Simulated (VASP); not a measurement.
# CaO (kpbe) (Fm-3m) in VASP: vibrations by perturbation theory with PBE

Aim: the vibrations by perturbation theory of CaO (kpbe) with PBE.

Everything below comes from runs of VASP 6.6.1. Logs are shortened: lines on timing, memory, paths and dates and some standing lists are left out, and cuts for length are marked.

**1. The cell of the first run**

Symmetry: Fm-3m, No. 225, cubic system. The conventional cell has a = 4.831 Å, b = 4.831 Å, c = 4.831 Å, α = 90.00°, β = 90.00°, γ = 90.00°. Within 3.2 Å of Ca (site symmetry m-3m) lie 6 O at 2.42 Å. O (site symmetry m-3m) has 6 Ca at 2.42 Å within 3.2 Å.

**2. Vibrations by perturbation theory, PBE**

The input, INCAR:

```
ALGO = Normal
EDIFF = 1E-8
ENCUT = 520
GGA = PE
IBRION = 8
ISIF = 2
ISMEAR = 0
LASPH = T
LCHARG = F
LEPSILON = T
LREAL = F
LWAVE = F
NBANDS = 15
NELM = 60
NSW = 1
PREC = Accurate
SIGMA = 0.01
```

The input, KPOINTS:

```
k-points
0
Gamma
  8 8 8
```

The input, POSCAR:

```
CaO
1.0
    0.0000000000      2.4153909960      2.4153909960
    2.4153909960      0.0000000000      2.4153909960
    2.4153909960      2.4153909960      0.0000000000
Ca O
1 1
Direct
    0.0000000000      0.0000000000      0.0000000000
    0.5000000000      0.5000000000      0.5000000000
```

Potentials or basis: VASP PAW PBE potentials, release 64 (Ca_sv, O).

Command:

```console
$ cat potpaw_PBE.64/Ca_sv/POTCAR potpaw_PBE.64/O/POTCAR > POTCAR
$ mpirun -np 1 vasp_std > vasp.out
```

OUTCAR:

```text
EDIFF = 1E-8
   ENCUT = 520
   GGA = PE
   IBRION = 8
   ISIF = 2
   ISMEAR = 0
   LASPH = T
   LEPSILON = T
   LREAL = F
   NELM = 60
   NSW = 1
   PREC = Accurate

 ion  position               nearest neighbor table
   1  0.000  0.000  0.000-   2 2.42   2 2.42   2 2.42   2 2.42   2 2.42   2 2.42
   2  0.500  0.500  0.500-   1 2.42   1 2.42   1 2.42   1 2.42   1 2.42   1 2.42

  LATTYP: Found a face centered cubic cell.
 ALAT       =     4.8307819920

  Lattice vectors:

 A1 = (   0.0000000000,   2.4153909960,   2.4153909960)
 A2 = (   2.4153909960,   0.0000000000,   2.4153909960)
 A3 = (   2.4153909960,   2.4153909960,   0.0000000000)

Analysis of symmetry for initial positions (statically):
=====================================================================
 Subroutine PRICEL returns:
 Original cell was already a primitive cell.

 Routine SETGRP: Setting up the symmetry group for a
 face centered cubic supercell.

 Subroutine GETGRP returns: Found 48 space group operations
 (whereof 48 operations were pure point group operations)
 out of a pool of 48 trial point group operations.

The static configuration has the point symmetry O_h .

Analysis of symmetry for dynamics (positions and initial velocities):
=====================================================================
 Subroutine PRICEL returns:
 Original cell was already a primitive cell.

 Routine SETGRP: Setting up the symmetry group for a
 face centered cubic supercell.

 Subroutine GETGRP returns: Found 48 space group operations
 (whereof 48 operations were pure point group operations)
 out of a pool of 48 trial point group operations.

The dynamic configuration has the point symmetry O_h .

 Subroutine INISYM returns: Found 48 space group operations
 (whereof 48 operations are pure point group operations),
 and found     1 'primitive' translations

[... 666 lines left out ...]

 MACROSCOPIC STATIC DIELECTRIC TENSOR (including local field effects in DFT)
 ------------------------------------------------------
           3.785406     0.000000    -0.000000
           0.000000     3.785406     0.000000
          -0.000000    -0.000000     3.785406
 ------------------------------------------------------

 PIEZOELECTRIC TENSOR (including local field effects)  for field in x, y, z        (e  Angst)
          XX          YY          ZZ          XY          YZ          ZX
  --------------------------------------------------------------------------------
  x     0.00000     0.00000     0.00000     0.00000     0.00000     0.00000
  y     0.00000     0.00000     0.00000     0.00000     0.00000     0.00000
  z     0.00000     0.00000     0.00000     0.00000     0.00000     0.00000

 PIEZOELECTRIC TENSOR (including local field effects)  for field in x, y, z        (C/m^2)
          XX          YY          ZZ          XY          YZ          ZX
  --------------------------------------------------------------------------------
  x     0.00000     0.00000     0.00000     0.00000     0.00000     0.00000
  y     0.00000     0.00000     0.00000     0.00000     0.00000     0.00000
  z     0.00000     0.00000     0.00000     0.00000     0.00000     0.00000

 BORN EFFECTIVE CHARGES (including local field effects) (in |e|, cummulative output)
 ---------------------------------------------------------------------------------
 ion    1
    1     2.35216     0.00000     0.00000
    2     0.00000     2.35216     0.00000
    3     0.00000     0.00000     2.35216
 ion    2
    1    -2.35216     0.00000     0.00000
    2     0.00000    -2.35216     0.00000
    3     0.00000     0.00000    -2.35216

 INTERNAL STRAIN TENSOR FOR ION    2 for displacements in x,y,z  (eV/Angst):
          X           Y           Z          XY          YZ          ZX
  --------------------------------------------------------------------------------
  x     0.00000     0.00000     0.00000     0.00000     0.00000     0.00000
  y     0.00000     0.00000     0.00000     0.00000     0.00000     0.00000
  z     0.00000     0.00000     0.00000     0.00000     0.00000     0.00000

 SECOND DERIVATIVES (NOT SYMMETRIZED)
 ------------------------------------
               1X          1Y          1Z          2X          2Y          2Z
  1X    -2.884364    0.000000    0.000000    2.884364    0.000000    0.000000
  1Y     0.000000   -2.884364    0.000000    0.000000    2.884364    0.000000
  1Z     0.000000    0.000000   -2.884364    0.000000    0.000000    2.884364
  2X     2.879037    0.000000    0.000000   -2.879037    0.000000    0.000000
  2Y     0.000000    2.879037    0.000000    0.000000   -2.879037    0.000000
  2Z     0.000000    0.000000    2.879037    0.000000    0.000000   -2.879037

 Eigenvectors and eigenvalues of the dynamical matrix
 ----------------------------------------------------

   1 f  =    7.846432 THz    49.300586 2PiTHz  261.728799 cm-1    32.450221 meV
             X         Y         Z           dx          dy          dz
      0.000000  0.000000  0.000000     0.000000    0.534504    0.000000
      2.415391  2.415391  2.415391    -0.000000   -0.845166    0.000000
[... 21 lines left out ...]
   6 f/i=    0.003276 THz     0.020584 2PiTHz    0.109279 cm-1     0.013549 meV
             X         Y         Z           dx          dy          dz
      0.000000  0.000000  0.000000     0.611326   -0.005293   -0.583574
      2.415391  2.415391  2.415391     0.386617   -0.003348   -0.369066

--------------------------------------------------------------------------------------------------------

 MACROSCOPIC STATIC DIELECTRIC TENSOR IONIC CONTRIBUTION
 ------------------------------------------------------
          12.327048     0.000000     0.000000
           0.000000    12.327048     0.000000
           0.000000     0.000000    12.327048
 ------------------------------------------------------

 ELASTIC MODULI CONTR FROM IONIC RELAXATION (kBar)
 Direction    XX          YY          ZZ          XY          YZ          ZX
 --------------------------------------------------------------------------------
 XX           0.0000      0.0000      0.0000      0.0000      0.0000      0.0000
 YY           0.0000      0.0000      0.0000      0.0000      0.0000      0.0000
 ZZ           0.0000      0.0000      0.0000      0.0000      0.0000      0.0000
 XY           0.0000      0.0000      0.0000      0.0000      0.0000      0.0000
 YZ           0.0000      0.0000      0.0000      0.0000      0.0000      0.0000
 ZX           0.0000      0.0000      0.0000      0.0000      0.0000      0.0000
 --------------------------------------------------------------------------------

 PIEZOELECTRIC TENSOR IONIC CONTR  for field in x, y, z        (C/m^2)
          XX          YY          ZZ          XY          YZ          ZX
  --------------------------------------------------------------------------------
  x     0.00000     0.00000     0.00000     0.00000     0.00000     0.00000
  y     0.00000     0.00000     0.00000     0.00000     0.00000     0.00000
  z     0.00000     0.00000     0.00000     0.00000     0.00000     0.00000
```

stdout:

```text
POSCAR found type information on POSCAR CaO
 POSCAR found :  2 types and       2 ions
 scaLAPACK will be used
 LDA part: xc-table for (Slater+PW92), standard interpolation
 POSCAR, INCAR and KPOINTS ok, starting setup
 FFT: planning ... GRIDC
 FFT: planning ... GRID_SOFT
 FFT: planning ... GRID
 WAVECAR not read
 entering main loop
[... 29 lines left out ...]
  Direction:   3
 dielectric tensor                  component  3 :     0.023     0.180     3.785
 Linear response DOF=           2
 Linear response progress:
 first order change of Fermi-energy   0.28830E-03
 force on displaced ion       1 direction 1 :  -2.884   0.000   0.000
 Born effective charge ion    1 direction 1 :   2.352   0.000   0.000
 Linear response progress:
 first order change of Fermi-energy   0.21873E-03
 force on displaced ion       2 direction 1 :  -2.879   0.000   0.000
 Born effective charge ion    2 direction 1 :  -2.353   0.000   0.000
 Born effective charges drift removed
 Linear response finished
```

Run time: 4.5 min. Hardware: 1 thread of Intel Xeon Platinum 8559C (Emerald Rapids), shared host; peak memory 0.22 GiB.

What came out:

- Electronic dielectric tensor (diagonal): 3.79
- Born charges (mean of the diagonal): Ca +2.35; O -2.35 e
- Highest phonon frequency at Γ, LO-TO splitting left out: 262 cm⁻¹

Phonon frequencies in cm⁻¹ (negative: imaginary):
```
              q point        frequencies
(0.000, 0.000, 0.000)  0 0 0 262 262 262
```

Electronic dielectric tensor:
```
3.79 0.00 0.00
0.00 3.79 0.00
0.00 0.00 3.79
```

Born effective charge tensors (e):
atom 1, Ca
```
2.35 0.00 0.00
0.00 2.35 0.00
0.00 0.00 2.35
```
atom 2, O
```
-2.35  0.00  0.00
 0.00 -2.35  0.00
 0.00  0.00 -2.35
```
